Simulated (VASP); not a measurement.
# Ta2GeO (P-4m2) in VASP: a series of runs

Runs on Ta2GeO. Level: PBE. Tasks: relaxation of cell and atoms, single point.

All numbers are computed with VASP 6.6.1; they aren't measurements. Logs are shortened: lines on timing, memory, paths and dates and some standing lists are left out, and cuts for length are marked.

## Step 1: The cell of the first run

Symmetry: P-4m2, No. 115, tetragonal system. The conventional cell has a = 3.688 Å, b = 3.688 Å, c = 5.243 Å, α = 90.00°, β = 90.00°, γ = 90.00°. Ta (site symmetry 2mm) has 2 O at 2.24 Å and 2 Ge at 2.29 Å within 3.0 Å. Ge (site symmetry -4m2) has 4 Ta at 2.29 Å within 3.0 Å. O (site symmetry -4m2) has 4 Ta at 2.24 Å within 3.0 Å.

The cell was generated, and may not be a known phase.

## Step 2: Relaxation of cell and atoms, PBE

The input, INCAR:

```
PREC = Accurate
ENCUT = 600
EDIFF = 1E-7
ISMEAR = 0
SIGMA = 0.1
LREAL = F
LASPH = T
NELM = 80
ALGO = Normal
ISIF = 3
LWAVE = F
LCHARG = F
GGA = PE
IBRION = 2
NSW = 90
EDIFFG = -0.04
```

The input, KPOINTS:

```
regular mesh
0
Gamma
  6 6 4
```

The input, POSCAR:

```
Ta2GeO
1.0
    3.6876447700      0.0000000000      0.0000000000
    0.0000000000      3.6876447700      0.0000000000
    0.0000000000      0.0000000000      5.2428274300
Ta Ge O
2 1 1
Direct
    0.5000000000      0.0000000000      0.7574989800
    0.0000000000      0.5000000000      0.2425010200
    0.0000000000      0.0000000000      0.5000000000
    0.5000000000      0.5000000000      0.0000000000
```

Potentials or basis: VASP PAW PBE potentials, release 64 (Ta_pv, Ge_d, O).

Started as:

```console
$ cat potpaw_PBE.64/Ta_pv/POTCAR potpaw_PBE.64/Ge_d/POTCAR potpaw_PBE.64/O/POTCAR > POTCAR
$ mpirun -np 1 vasp_std > vasp.out
```

OUTCAR:

```text
PREC = Accurate
   ENCUT = 600
   EDIFF = 1E-7
   ISMEAR = 0
   LREAL = F
   LASPH = T
   NELM = 80
   ISIF = 3
   GGA = PE
   IBRION = 2
   NSW = 90
   EDIFFG = -0.04

 ion  position               nearest neighbor table
   1  0.500  0.000  0.757-   4 2.24   4 2.24   3 2.29   3 2.29
   2  0.000  0.500  0.243-   4 2.24   4 2.24   3 2.29   3 2.29
   3  0.000  0.000  0.500-   1 2.29   2 2.29   2 2.29   1 2.29
   4  0.500  0.500  0.000-   1 2.24   2 2.24   1 2.24   2 2.24

  LATTYP: Found a simple tetragonal cell.
 ALAT       =     3.6876447700
 C/A-ratio  =     1.4217278933

  Lattice vectors:

 A1 = (   3.6876447700,   0.0000000000,   0.0000000000)
 A2 = (   0.0000000000,   3.6876447700,   0.0000000000)
 A3 = (   0.0000000000,   0.0000000000,   5.2428274300)

Analysis of symmetry for initial positions (statically):
=====================================================================
 Subroutine PRICEL returns:
 Original cell was already a primitive cell.

 Routine SETGRP: Setting up the symmetry group for a
 simple tetragonal supercell.

 Subroutine GETGRP returns: Found  8 space group operations
 (whereof  8 operations were pure point group operations)
 out of a pool of 16 trial point group operations.

The static configuration has the point symmetry D_2d.

Analysis of symmetry for dynamics (positions and initial velocities):
=====================================================================
 Subroutine PRICEL returns:
 Original cell was already a primitive cell.

 Routine SETGRP: Setting up the symmetry group for a
 simple tetragonal supercell.

 Subroutine GETGRP returns: Found  8 space group operations
 (whereof  8 operations were pure point group operations)
 out of a pool of 16 trial point group operations.

The dynamic configuration has the point symmetry D_2d.

 Subroutine INISYM returns: Found  8 space group operations
 (whereof  8 operations are pure point group operations),
 and found     1 'primitive' translations

----------------------------------------------------------------------------------------

                                     Primitive cell

  volume of cell :      71.2958

  direct lattice vectors                    reciprocal lattice vectors
     3.687644770  0.000000000  0.000000000     0.271175794  0.000000000  0.000000000
     0.000000000  3.687644770  0.000000000     0.000000000  0.271175794  0.000000000
     0.000000000  0.000000000  5.242827430     0.000000000  0.000000000  0.190736776

[... 92 lines left out ...]
   NFREE  =      1    steps in history (QN), initial steepest desc. (CG)
   ISIF   =      3    stress and relaxation
   ISYM   =      2    0-nonsym 1-usesym 2-fastsym
   POTIM  = 0.5000    time-step for ionic-motion
   TEBEG  =    0.0;   TEEND  =   0.0 temperature during run
   PSTRESS=    0.0 pullay stress
   NELECT =      42.0000    total number of electrons
   NUPDOWN=      -1.0000    fix difference up-down
   EMIN   =  10.00;   EMAX   =-10.00  energy-range for DOS
   EFERMI =   0.00;   METHOD = LEGACY
   ISMEAR =     0;   SIGMA  =   0.10  broadening in eV -4-tet -1-fermi 0-gaus
   EFERMI_NEDOS =   21; number of points for ismear=-14 and -15
   IALGO  =     38    algorithm
   IMIX   =      4    mixing-type and parameters
     AMIX     =   0.40;   BMIX     =  1.00
     AMIX_MAG =   1.60;   BMIX_MAG =  1.00
  volume/ion in A,a.u.               =      17.82       120.28
  Fermi-wavevector in a.u.,A,eV,Ry     =   1.372366  2.593396 25.625064  1.883389
  Thomas-Fermi vector in A             =   2.497980
   LORBIT       =      0    0 simple, 1 ext, 2 COOP (PROOUT), +10 PAW based schemes
   GGA     = PE    functional components
   LHFCALC =     F    Hartree Fock is set to
   AEXX    =    0.0000 exact exchange contribution
   IVDW    =     0    specifies the selected vdW correction
   LEPSILON=     F    determine dielectric tensor
   LRPA    =     F    only Hartree local field effects (RPA)
 conjugate gradient relaxation of ions
 non-spin polarized calculation
 Gauss-broadening in eV      SIGMA  =   0.10
  energy-cutoff  :      600.00
  volume of cell :       71.30
 maximum number of plane-waves:      2405
 NGX is ok and might be reduce to    30
   NGX = 15   NGY = 15   NGZ = 21

--------------------------------------- Ionic step        1  -------------------------------------------

 number of electron      42.0000000 magnetization

 Free energy of the ion-electron system (eV)
  ---------------------------------------------------
  ext. energy  EPLUGINS =         0.00000000
  ---------------------------------------------------
  free energy    TOTEN  =       -31.47243513 eV

  energy without entropy =      -31.45145737  energy(sigma->0) =      -31.46194625

------------------------ aborting loop because EDIFF is reached ----------------------------------------

  FORCE on cell =-STRESS in cart. coord.  units (eV):
  Direction    XX          YY          ZZ          XY          YZ          ZX
  --------------------------------------------------------------------------------------
  -------------------------------------------------------------------------------------
  Total        4.9703533      4.9703533      4.5753551      0.0000000      0.0000000      0.0000000
  in kB      111.6950997    111.6950997    102.8185967      0.0000000      0.0000000      0.0000000
  external PRESSURE =     108.7362653 kB  Pullay stress =       0.0000000 kB
[... 63 lines left out ...]
--------------------------------------- Ionic step        3  -------------------------------------------

 number of electron      42.0000029 magnetization

 E-fermi :   4.1307     XC(G=0): -10.4069

 val. band max:        4.1183886833   @ k =   0.3333   0.3333   0.5000
 cond. band min:       4.1343102502   @ k =   0.0000   0.0000   0.2500
 fundamental gap:      0.0159215669
 Fermi energy:         4.1306608370

 k-point     1 :       0.0000    0.0000    0.0000
  band No.  band energies     occupation
      1     -31.7802      2.00000
      2     -31.7802      2.00000
      3     -31.6173      2.00000
      4     -31.5139      2.00000
      5     -31.3939      2.00000
      6     -31.3939      2.00000
[... 814 lines left out ...]
--------------------------------------- Ionic step        7  -------------------------------------------

 number of electron      41.9999996 magnetization

 Free energy of the ion-electron system (eV)
  ---------------------------------------------------
  ext. energy  EPLUGINS =         0.00000000
  ---------------------------------------------------
  free energy    TOTEN  =       -34.72196135 eV

  energy without entropy =      -34.70862032  energy(sigma->0) =      -34.71529083

 E-fermi :   4.9874     XC(G=0): -11.0073

 val. band max:        4.9718871095   @ k =   0.3333   0.1667   0.5000
 cond. band min:       5.0115474705   @ k =   0.3333   0.0000   0.0000
 fundamental gap:      0.0396603610
 Fermi energy:         4.9874017637

 k-point     1 :       0.0000    0.0000    0.0000
  band No.  band energies     occupation
      1     -30.6807      2.00000
      2     -30.6807      2.00000
      3     -30.4820      2.00000
      4     -30.2449      2.00000
      5     -30.0063      2.00000
      6     -30.0063      2.00000
[... 694 lines left out ...]
  FREE ENERGIE OF THE ION-ELECTRON SYSTEM (eV)
  ---------------------------------------------------
  free  energy   TOTEN  =       -34.7219613488 eV

  energy  without entropy=      -34.7086203186  energy(sigma->0) =      -34.71529083

 reached required accuracy - stopping structural energy minimisation
```

OSZICAR:

```text
N       E                     dE             d eps       ncg     rms          rms(c)
DAV:   1     0.439062541518E+03    0.43906E+03   -0.25143E+04  1762   0.348E+03
[... 77 lines left out ...]
DAV:   1    -0.347220508307E+02   -0.20832E-03   -0.19599E-02  1552   0.135E+00    0.103E-01
DAV:   2    -0.347219984977E+02    0.52333E-04   -0.18113E-03  1537   0.370E-01    0.426E-02
DAV:   3    -0.347219650060E+02    0.33492E-04   -0.17435E-04  1983   0.119E-01    0.157E-02
DAV:   4    -0.347219616381E+02    0.33679E-05   -0.10620E-05  1842   0.223E-02    0.989E-03
DAV:   5    -0.347219609652E+02    0.67294E-06   -0.33471E-06  1900   0.122E-02    0.463E-03
DAV:   6    -0.347219614017E+02   -0.43650E-06   -0.11867E-06  1888   0.100E-02    0.138E-03
DAV:   7    -0.347219613488E+02    0.52943E-07   -0.18175E-07  1167   0.348E-03
   7 F= -.34721961E+02 E0= -.34715291E+02  d E =-.118814E-03
```

CONTCAR:

```text
Ta2GeO
   1.00000000000000
     3.7230400244059765    0.0000000000000000    0.0000000000000000
     0.0000000000000000    3.7230400244059765    0.0000000000000000
     0.0000000000000000    0.0000000000000000    5.3346568539259343
  Ta              Ge              O
     2     1     1
Direct
     0.5000000000000000    0.0000000000000000    0.8529744985510136
     0.0000000000000000    0.5000000000000000    0.1470255014489864
     0.0000000000000000    0.0000000000000000    0.5000000000000000
     0.5000000000000000    0.5000000000000000    0.0000000000000000

  0.00000000E+00  0.00000000E+00  0.00000000E+00
  0.00000000E+00  0.00000000E+00  0.00000000E+00
  0.00000000E+00  0.00000000E+00  0.00000000E+00
  0.00000000E+00  0.00000000E+00  0.00000000E+00
```

It took 3.5 min on 1 thread of Intel Xeon Platinum 8488C (Sapphire Rapids), shared host; peak memory 0.24 GiB.

What came out:

| Quantity | Value |
| --- | --- |
| Free energy | -34.7220 eV |
| Relaxed volume | 18.49 Å³/atom |
| Relaxed cell | a = 3.723 Å, b = 3.723 Å, c = 5.335 Å, α = 90.00°, β = 90.00°, γ = 90.00° |
| Space group after relaxing (to 0.1 Å) | P-4m2 (No. 115) |
| Energy gained by relaxing | 812.4 meV/atom |
| Ionic steps | 7 |
| Pressure after relaxing | 0.0 GPa |
| Largest force after relaxing | 0.033 eV/Å |
| Band gap on the k mesh | zero (bands 21 and 22 overlap by 1.38 eV) |

Forces in eV/Å, atoms in the order of the input:
```
Ta   0.000  0.000 -0.033
Ta   0.000  0.000  0.033
Ge   0.000  0.000  0.000
O    0.000  0.000  0.000
```

Step by step:
```
step  energy change (eV)  largest force (eV/Å)  pressure (GPa)  volume (Å³)
   1              0.0000                6.1366           10.87        71.30
   2             -2.0049                2.3793          -16.31        84.52
   3             -2.0043                2.4517          -15.92        84.11
   4             -3.1682                0.9931            5.99        72.07
   5             -3.2491                0.0323           -0.58        74.19
   6             -3.2494                0.0438           -0.05        74.00
   7             -3.2495                0.0328            0.02        73.94
```

Final structure:
```
Ta Ge O
1.0
     3.72304    0.00000    0.00000
     0.00000    3.72304    0.00000
     0.00000    0.00000    5.33466
Ta Ge O
2 1 1
Cartesian
  1.8615 0.0000 4.5503
  0.0000 1.8615 0.7843
  0.0000 0.0000 2.6673
  1.8615 1.8615 0.0000
```

Levels at points of the mesh, in eV from the Fermi level:
```tsv
k point	band 17	band 18	band 19	band 20	band 21	band 22	band 23	band 24	band 25
(0.00, 0.00, 0.00)	-2.99	-2.72	-0.72	-0.60	-0.60	0.16	1.86	1.88	1.88
(0.50, 0.00, 0.00)	-3.98	-3.81	-1.48	-0.19	0.13	0.21	0.60	1.56	2.15
(0.50, 0.50, 0.00)	-3.34	-3.34	-2.28	-1.58	-0.85	0.68	0.68	0.90	2.10
(0.00, 0.00, 0.50)	-5.68	-1.11	-1.04	-1.04	-0.69	0.95	2.57	2.59	2.59
(0.50, 0.00, 0.50)	-3.60	-3.35	-2.10	-1.02	-0.16	0.90	1.58	1.64	1.69
(0.50, 0.50, 0.50)	-2.32	-2.32	-1.98	-1.49	-1.49	-1.16	-0.43	0.58	1.97
```

Caveat: spin-orbit coupling is left out, which moves the levels of the heavy elements.

## Step 3: Single point, PBE

This run uses another cell than the first one, of 18.40 Å³/atom.

The input, INCAR:

```
SYSTEM = Ta2GeO
PREC = Accurate
ENCUT = 520
EDIFF = 1E-7
ISMEAR = 0
SIGMA = 0.1
LREAL = .False.
LASPH = .True.
NELM = 60
ALGO = Normal
ISIF = 2
LWAVE = .False.
LCHARG = .True.
GGA = PE
LELF = .True.
LVHAR = .True.
NBANDS = 29
```

The input, KPOINTS:

```
regular mesh
0
Gamma
  12 12 10
  0 0 0
```

The input, POSCAR:

```
Ta2GeO
1.0
    3.7372634704      0.0000000000      0.0000000000
    0.0000000000      3.7372634704      0.0000000000
    0.0000000000      0.0000000000      5.2696461120
Ta Ge O
2 1 1
Direct
    0.5000000000      0.0000000000      0.8524877642
    0.0000000000      0.5000000000      0.1475122358
    0.0000000000      0.0000000000      0.5000000000
    0.5000000000      0.5000000000      0.0000000000
```

Potentials or basis: VASP PAW PBE potentials, release 64 (Ta_pv, Ge_d, O).

Started as:

```console
$ cat potpaw_PBE.64/Ta_pv/POTCAR potpaw_PBE.64/Ge_d/POTCAR potpaw_PBE.64/O/POTCAR > POTCAR
$ mpirun -np 1 vasp_std > vasp.out
```

Wall time 2.8 min (1 thread of Intel Xeon Platinum 8488C (Sapphire Rapids), shared host); peak memory 0.44 GiB.

The run converged. Its results:

| Property | Result |
| --- | --- |
| Free energy | -34.7183 eV |
| Pressure | 0.2 GPa |
| Largest force | 0.033 eV/Å |
| Band gap on the k mesh | zero (bands 21 and 22 overlap by 1.56 eV) |

Forces in eV/Å, atoms in the order of the input:
```
Ta   0.000  0.000 -0.033
Ta   0.000  0.000  0.033
Ge   0.000  0.000  0.000
O    0.000  0.000  0.000
```

Stress tensor (GPa, compression positive):
```
0.32 0.00 0.00
0.00 0.32 0.00
0.00 0.00 0.09
```

Levels at points of the mesh, in eV from the Fermi level:
```
           k point  band 19  band 20  band 21  band 22  band 23  band 24
(0.00, 0.00, 0.00)    -0.80    -0.70    -0.70     0.21     1.81     1.81
(0.50, 0.00, 0.00)    -1.52    -0.19     0.00     0.19     0.62     1.52
(0.50, 0.50, 0.00)    -2.33    -1.62    -0.90     0.71     0.71     0.93
(0.00, 0.00, 0.50)    -1.17    -1.11    -0.76     0.98     2.53     2.54
(0.50, 0.00, 0.50)    -2.19    -0.98    -0.13     0.91     1.50     1.58
(0.50, 0.50, 0.50)    -1.94    -1.50    -1.50    -1.25    -0.46     0.59
```

Caveat: spin-orbit coupling is left out, which moves the levels of the heavy elements.

The gap in the log of VASP goes by the Fermi energy; the results here count the filled bands.